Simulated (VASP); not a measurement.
# LuAg4Bi2Cl (P4/mmm) in VASP: single point with r2SCAN

Aim: the single point of LuAg4Bi2Cl with r2SCAN.

Program: VASP 6.6.1. These are calculated values, not measurements. Logs are shortened: lines on timing, memory, paths and dates and some standing lists are left out, and cuts for length are marked.

**1. The cell of the first run**

Symmetry: P4/mmm, No. 123, tetragonal system. The conventional cell has a = 4.168 Å, b = 4.168 Å, c = 9.654 Å, α = 90.00°, β = 90.00°, γ = 90.00°. Cl (site symmetry 4/mmm) has 8 Bi at 3.63 Å and 8 Ag at 3.95 Å and 4 Cl at 4.17 Å and 2 Lu at 4.83 Å within 4.9 Å. Lu (site symmetry 4/mmm) has 8 Ag at 2.55 Å within 3.4 Å. Ag (site symmetry 2mm) has 2 Bi at 2.43 Å and 2 Lu at 2.55 Å and 5 Ag at 2.93 to 2.95 Å within 3.2 Å. Bi (site symmetry 4mm) has 4 Ag at 2.43 Å within 3.2 Å.

**2. Single point, r2SCAN**

File POSCAR:

```
LuAg4Bi2Cl
1.0
    4.1677930000      0.0000000000      0.0000000000
    0.0000000000      4.1677930000      0.0000000000
    0.0000000000      0.0000000000      9.6542100000
Cl Lu Ag Bi
1 1 4 2
Direct
    0.0000000000      0.0000000000      0.5000000000
    0.0000000000      0.0000000000      0.0000000000
    0.5000000000      0.0000000000      0.8480000000
    0.0000000000      0.5000000000      0.8480000000
    0.5000000000      0.0000000000      0.1520000000
    0.0000000000      0.5000000000      0.1520000000
    0.5000000000      0.5000000000      0.7193000000
    0.5000000000      0.5000000000      0.2807000000
```

File INCAR.step1:

```
ALGO = Normal ; EDIFF = 1E-4
ENCUT = 520 ; GGA = PE
ISMEAR = 1 ; LASPH = T
LCHARG = F ; LREAL = F
LWAVE = T ; NBANDS = 63
NELM = 80 ; PREC = Accurate
SIGMA = 0.0205
```

File INCAR.step2:

```
ALGO = Normal ; EDIFF = 1E-7
ENCUT = 520 ; ISIF = 2
ISMEAR = 1 ; ISTART = 1
LASPH = T ; LCHARG = F
LMIXTAU = T ; LREAL = F
LWAVE = F ; METAGGA = R2SCAN
NBANDS = 63 ; NELM = 80
PREC = Accurate ; SIGMA = 0.0205
```

File KPOINTS:

```
k-points
0
Gamma
  6 6 3
```

Potentials or basis: VASP PAW PBE potentials, release 64 (Cl, Lu, Ag, Bi_d).

Started as:

```console
> cat potpaw_PBE.64/Cl/POTCAR potpaw_PBE.64/Lu/POTCAR potpaw_PBE.64/Ag/POTCAR potpaw_PBE.64/Bi_d/POTCAR > POTCAR
> cp INCAR.step1 INCAR
> mpirun -np 1 vasp_std > vasp.out
> cp INCAR.step2 INCAR
> mpirun -np 1 vasp_std > vasp.out
```

OUTCAR:

```text
EDIFF = 1E-7
   ENCUT = 520
   ISIF = 2
   ISMEAR = 1
   ISTART = 1
   LASPH = T
   LREAL = F
   METAGGA = R2SCAN
   NELM = 80
   PREC = Accurate

 ion  position               nearest neighbor table
   1  0.000  0.000  0.500-
   2  0.000  0.000  0.000-   3 2.55   4 2.55   5 2.55   6 2.55   4 2.55   6 2.55   3 2.55   5 2.55

   3  0.500  0.000  0.848-   7 2.43   7 2.43   2 2.55   2 2.55   5 2.93   4 2.95   4 2.95   4 2.95
                             4 2.95
   4  0.000  0.500  0.848-   7 2.43   7 2.43   2 2.55   2 2.55   6 2.93   3 2.95   3 2.95   3 2.95
                             3 2.95
   5  0.500  0.000  0.152-   8 2.43   8 2.43   2 2.55   2 2.55   3 2.93   6 2.95   6 2.95   6 2.95
                             6 2.95
   6  0.000  0.500  0.152-   8 2.43   8 2.43   2 2.55   2 2.55   4 2.93   5 2.95   5 2.95   5 2.95
                             5 2.95
   7  0.500  0.500  0.719-   3 2.43   4 2.43   3 2.43   4 2.43
   8  0.500  0.500  0.281-   5 2.43   6 2.43   5 2.43   6 2.43

  LATTYP: Found a simple tetragonal cell.
 ALAT       =     4.1677930000
 C/A-ratio  =     2.3163842350

  Lattice vectors:

 A1 = (   4.1677930000,   0.0000000000,   0.0000000000)
 A2 = (   0.0000000000,   4.1677930000,   0.0000000000)
 A3 = (   0.0000000000,   0.0000000000,   9.6542100000)

Analysis of symmetry for initial positions (statically):
=====================================================================
 Subroutine PRICEL returns:
 Original cell was already a primitive cell.

 Routine SETGRP: Setting up the symmetry group for a
 simple tetragonal supercell.

 Subroutine GETGRP returns: Found 16 space group operations
 (whereof 16 operations were pure point group operations)
 out of a pool of 16 trial point group operations.

The static configuration has the point symmetry D_4h.

Analysis of symmetry for dynamics (positions and initial velocities):
=====================================================================
 Subroutine PRICEL returns:
 Original cell was already a primitive cell.

 Routine SETGRP: Setting up the symmetry group for a
 simple tetragonal supercell.

 Subroutine GETGRP returns: Found 16 space group operations
 (whereof 16 operations were pure point group operations)
 out of a pool of 16 trial point group operations.

The dynamic configuration has the point symmetry D_4h.

 Subroutine INISYM returns: Found 16 space group operations
[... 107 lines left out ...]
   NSW    =      0    number of steps for IOM
   IBRION =     -1    ionic relax: 0-MD 1-quasi-New 2-CG
   NFREE  =      0    steps in history (QN), initial steepest desc. (CG)
   ISIF   =      2    stress and relaxation
   ISYM   =      2    0-nonsym 1-usesym 2-fastsym
   POTIM  = 0.5000    time-step for ionic-motion
   TEBEG  =    0.0;   TEEND  =   0.0 temperature during run
   PSTRESS=    0.0 pullay stress
   NELECT =     106.0000    total number of electrons
   NUPDOWN=      -1.0000    fix difference up-down
   EMIN   =  10.00;   EMAX   =-10.00  energy-range for DOS
   EFERMI =   0.00;   METHOD = LEGACY
   ISMEAR =     1;   SIGMA  =   0.02  broadening in eV -4-tet -1-fermi 0-gaus
   EFERMI_NEDOS =   21; number of points for ismear=-14 and -15
   IALGO  =     38    algorithm
   IMIX   =      4    mixing-type and parameters
     AMIX     =   0.40;   BMIX     =  1.00
     AMIX_MAG =   1.60;   BMIX_MAG =  1.00
  volume/ion in A,a.u.               =      20.96       141.46
  Fermi-wavevector in a.u.,A,eV,Ry     =   1.404970  2.655009 26.857101  1.973941
  Thomas-Fermi vector in A             =   2.527478
   LORBIT       =      0    0 simple, 1 ext, 2 COOP (PROOUT), +10 PAW based schemes
   METAGGA = R2SCAN    functional components
   LHFCALC =     F    Hartree Fock is set to
   AEXX    =    0.0000 exact exchange contribution
   IVDW    =     0    specifies the selected vdW correction
   LEPSILON=     F    determine dielectric tensor
   LRPA    =     F    only Hartree local field effects (RPA)
 non-spin polarized calculation
 Methfessel and Paxton  Order N= 1 SIGMA  =   0.02
  energy-cutoff  :      520.00
  volume of cell :      167.70
 maximum number of plane-waves:      4530
 NGX is ok and might be reduce to    32
   NGX = 15   NGY = 15   NGZ = 35

 number of electron     105.9999984 magnetization

 Free energy of the ion-electron system (eV)
  ---------------------------------------------------
  ext. energy  EPLUGINS =         0.00000000
  ---------------------------------------------------
  free energy    TOTEN  =      -237.60877729 eV

  energy without entropy =     -237.60891250  energy(sigma->0) =     -237.60882236

 E-fermi :   7.0449     XC(G=0): -11.8010

 val. band max:        6.9548301615   @ k =   0.5000   0.3333   0.0000
 cond. band min:       7.0611826610   @ k =   0.1667   0.0000   0.3333
 fundamental gap:      0.1063524995
 Fermi energy:         7.0449206101

 k-point     1 :       0.0000    0.0000    0.0000
  band No.  band energies     occupation
      1     -50.9357      2.00000
      2     -21.2931      2.00000
      3     -21.2263      2.00000
      4     -21.2263      2.00000
      5     -16.6373      2.00000
      6     -16.6366      2.00000
[... 1309 lines left out ...]
     62      11.4990      0.00000
     63      15.2042      0.00000

------------------------ aborting loop because EDIFF is reached ----------------------------------------

  FORCE on cell =-STRESS in cart. coord.  units (eV):
  Direction    XX          YY          ZZ          XY          YZ          ZX
  --------------------------------------------------------------------------------------
  -------------------------------------------------------------------------------------
  Total       49.5298937     49.5298937     38.6493134      0.0000000     -0.0000000      0.0000000
  in kB      473.2045967    473.2045967    369.2524137      0.0000000     -0.0000000      0.0000000
  external PRESSURE =     438.5538690 kB  Pullay stress =       0.0000000 kB

 VOLUME and BASIS-vectors are now :
 -----------------------------------------------------------------------------
  energy-cutoff  :      520.00
  volume of cell :      167.70
      direct lattice vectors                 reciprocal lattice vectors
     4.167793000  0.000000000  0.000000000     0.239935141  0.000000000  0.000000000
     0.000000000  4.167793000  0.000000000     0.000000000  0.239935141  0.000000000
     0.000000000  0.000000000  9.654210000     0.000000000  0.000000000  0.103581753

 POSITION                                       TOTAL-FORCE (eV/Angst)
 -----------------------------------------------------------------------------------
      0.00000      0.00000      4.82711         0.000000      0.000000     -0.000000
      0.00000      0.00000      0.00000         0.000000      0.000000     -0.000000
      2.08390      0.00000      8.18677         0.000000      0.000000      1.082037
      0.00000      2.08390      8.18677        -0.000000     -0.000000      1.082037
      2.08390      0.00000      1.46744         0.000000      0.000000     -1.082037
      0.00000      2.08390      1.46744         0.000000      0.000000     -1.082037
      2.08390      2.08390      6.94427         0.000000      0.000000     -8.501720
      2.08390      2.08390      2.70994         0.000000     -0.000000      8.501720
 -----------------------------------------------------------------------------------
    total drift:                                0.000000      0.000000      0.000000

  FREE ENERGIE OF THE ION-ELECTRON SYSTEM (eV)
  ---------------------------------------------------
  free  energy   TOTEN  =      -237.6087772949 eV

  energy  without entropy=     -237.6089125000  energy(sigma->0) =     -237.60882236
```

OUTCAR.step1:

```text
EDIFF = 1E-4
   ENCUT = 520
   GGA = PE
   ISMEAR = 1
[... 1564 lines left out ...]
      2.08390      0.00000      1.46744         0.000000     -0.000000     -1.087822
      0.00000      2.08390      1.46744         0.000000     -0.000000     -1.087822
      2.08390      2.08390      6.94427        -0.000000      0.000000     -8.701866
      2.08390      2.08390      2.70994        -0.000000      0.000000      8.701866
 -----------------------------------------------------------------------------------
    total drift:                                0.000000      0.000000      0.000000

  FREE ENERGIE OF THE ION-ELECTRON SYSTEM (eV)
  ---------------------------------------------------
  free  energy   TOTEN  =       -15.3901816061 eV

  energy  without entropy=      -15.3903278543  energy(sigma->0) =      -15.39023036
```

It took 17 min on 1 thread of Intel Xeon 8259CL, shared host; peak memory 0.43 GiB.

What came out:

- Free energy: -237.6088 eV
- Pressure: 43.9 GPa
- Largest force: 8.502 eV/Å
- Band gap on the k mesh: zero (bands 53 and 54 overlap by 1.81 eV)

Forces on the atoms (eV/Å):
```
Cl   0.000  0.000  0.000
Lu   0.000  0.000  0.000
Ag   0.000  0.000  1.082
Ag   0.000  0.000  1.082
Ag   0.000  0.000 -1.082
Ag   0.000  0.000 -1.082
Bi   0.000  0.000 -8.502
Bi   0.000  0.000  8.502
```

Levels at points of the mesh, in eV from the Fermi level:
```
           k point  band 49  band 50  band 51  band 52  band 53  band 54  band 55  band 56  band 57  band 58
(0.00, 0.00, 0.00)    -1.01    -1.01    -0.85    -0.50    -0.36    -0.36     0.74     3.54     3.77     3.85
(0.50, 0.00, 0.00)    -1.51    -1.51    -1.43    -1.32     0.67     1.84     2.39     2.75     3.00     3.52
(0.50, 0.50, 0.00)    -2.19    -2.16    -2.14    -1.61    -1.61    -0.60     0.91     0.91     0.95     2.28
```

Caveat: the stress differs along the axes, from 37 to 47 GPa; the PAW data sets were made with another functional, which shifts forces and pressure a little; spin-orbit coupling is left out, which moves the levels of the heavy elements.

The gap in the log of VASP goes by the Fermi energy; the results here count the filled bands.